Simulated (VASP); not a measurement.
Input of a VASP 6.6.1 run:

The input INCAR:

```
  PREC = Accurate
  ENCUT = 400
  EDIFF = 1E-6
  ISMEAR = 0
  SIGMA = 0.05
  LREAL = Auto
  LASPH = T
  NELM = 120
  ALGO = Normal
  ISIF = 2
  LWAVE = F
  LCHARG = T
  GGA = PS
  LELF = T
  LVHAR = T
  NBANDS = 70
  GGA_COMPAT = F
```

Contents of KPOINTS:

```
regular mesh
0
Gamma
  3 3 3
```

The input POSCAR:

```
Al32H
1.0
    8.1000000000      0.0000000000      0.0000000000
    0.0000000000      8.1000000000      0.0000000000
    0.0000000000      0.0000000000      8.1000000000
Al H
32 1
Direct
    0.4998941582     -0.0053903236     -0.0001088012
    0.7555660430      0.2502059089     -0.0001084968
    0.7495233845      0.0005887312      0.2495200400
   -0.0001310921     -0.0010863843     -0.0001119238
    0.2440508937      0.2502041521     -0.0001075564
    0.4998959734      0.5061383860     -0.0001069379
    0.7511947601      0.7502550406     -0.0001116831
    0.2502410343      0.0005885030      0.2495189275
    0.4998944482      0.2502059221      0.2555607892
    0.7495237969      0.4998718431      0.2495205385
    0.4998911166     -0.0010864258      0.4998652321
    0.7511931257      0.2502114947      0.4998656229
    0.7495222401      0.0005884524      0.7502377722
   -0.0001274257      0.5015190090     -0.0001092182
    0.2485843015      0.7502515779     -0.0001102939
   -0.0001307283      0.2502115174      0.2511899178
    0.2502417054      0.4998709853      0.2495256742
    0.4998913391      0.7502550700      0.2511915963
   -0.0001121993     -0.0006979137      0.4998846425
    0.2485851175      0.2502088410      0.4998675861
    0.4998937486      0.5015190129      0.4998689982
    0.7508007767      0.7502197193      0.4998846748
    0.2502426344      0.0005847391      0.7502393385
    0.4998953891      0.2502041188      0.7440453957
    0.7495290641      0.4998709985      0.7502383941
   -0.0001121666      0.7502197174      0.2507977038
   -0.0001128578      0.5011250945      0.4998839675
    0.2489804706      0.7502204013      0.4998842704
   -0.0001287632      0.2502087886      0.7485820927
    0.2502372813      0.4998732169      0.7502341028
    0.4998927282      0.7502515095      0.7485812754
   -0.0001125704      0.7502204150      0.7489774086
    0.4992663522      0.2514328808     -0.0007542404
```

Potentials or basis: VASP PAW PBE potentials, release 64 (Al, H).

Command:

```sh
$ cat potpaw_PBE.64/Al/POTCAR potpaw_PBE.64/H/POTCAR > POTCAR
$ mpirun -np 1 vasp_std > vasp.out
```

(1) Predict the largest force.

(2) What does it give for the band gap on the k mesh?

## Answers

(1) 0.006 eV/Å.

(2) zero (an odd number of electrons rules out a gap without spin polarisation).

Caveat: the PAW data sets were made with another functional, which shifts forces and pressure a little.
